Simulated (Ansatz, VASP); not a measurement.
# Two plane-wave programs on MnNi3

INCAR

```
SYSTEM = MnNi3
PREC = Accurate ; ENCUT = 520
EDIFF = 1E-6 ; ISMEAR = 0
SIGMA = 0.05 ; LREAL = .False.
LASPH = .True. ; NELM = 150
ALGO = Normal ; ISIF = 2
LWAVE = .False. ; LCHARG = .False.
ISPIN = 2 ; MAGMOM = 2.91 0.48 0.48 0.48
LORBIT = 11 ; LMAXMIX = 4
GGA = CA ; NBANDS = 34
```

Contents of KPOINTS:

```
Automatic mesh
0
Gamma
  12 12 12
  0 0 0
```

POSCAR

```
MnNi3
1.0
    3.4095911737      0.0000000000      0.0000000000
    0.0000000000      3.4095911737      0.0000000000
    0.0000000000      0.0000000000      3.4095911737
Mn Ni
1 3
Direct
    0.0000000000      0.0000000000      0.0000000000
    0.0000000000      0.5000000000      0.5000000000
    0.5000000000      0.0000000000      0.5000000000
    0.5000000000      0.5000000000      0.0000000000
```

Input for Ansatz:

```yaml
crystal:
  lattice:
    - [3.4095911654, 0.0, 0.0]
    - [0.0, 3.4095911654, 0.0]
    - [0.0, 0.0, 3.4095911654]
  atoms:
    - { symbol: Mn, position: [0.0, 0.0, 0.0], spin: 2.91 }
    - { symbol: Ni, position: [0.0, 0.5, 0.5], spin: 0.48 }
    - { symbol: Ni, position: [0.5, 0.0, 0.5], spin: 0.48 }
    - { symbol: Ni, position: [0.5, 0.5, 0.0], spin: 0.48 }
basis:
  ecutwfc: 420
  ecutrho_ratio: 4
kpoints:
  mp_grid: { grid: [12, 12, 12] }
hamiltonian:
  xc: lda
scf:
  occupations: { method: gaussian, width: 0.05 }
output:
  forces: true
  stress: true
  eigenvalues: true
  populations: true
magnetization:
  spin_polarized: true
```

Alike in both runs: task single point; functional LDA; k mesh 12 × 12 × 12; occupations gaussian, width 0.05 eV; collinear spin.

|  | VASP | Ansatz |
| --- | --- | --- |
| version | VASP 6.6.1 | Ansatz 0.2.0 |
| potentials or method | VASP PAW LDA potentials, release 64 (Mn_pv, Ni), cutoff 520 eV | scalar-relativistic, plane waves, PAW |
| valence electrons in the cell | 43 | 69 |

|  | VASP | Ansatz | Ansatz less VASP |
| --- | --- | --- | --- |
| gap on the k mesh at the Fermi level (eV) | none | none | - |
| pressure (GPa) | 9.9 | 10.6 | +0.76 |
| net moment per atom (μB) | 0.92 | 0.97 | +0.050 |
| size of the moment on the site where the two differ most (μB) | 0.34 | 0.41 | +0.075 |

LDA's correlation is that of Perdew and Zunger in VASP and of Perdew and Wang (1992) in Ansatz. Site moments also hang on the region over which each program counts them. A gap of «none» marks a metal or a gap that the smearing closes. VASP's potentials hold 43 valence electrons a cell and Ansatz's 69, so a difference there can come from the potentials and not from the codes.
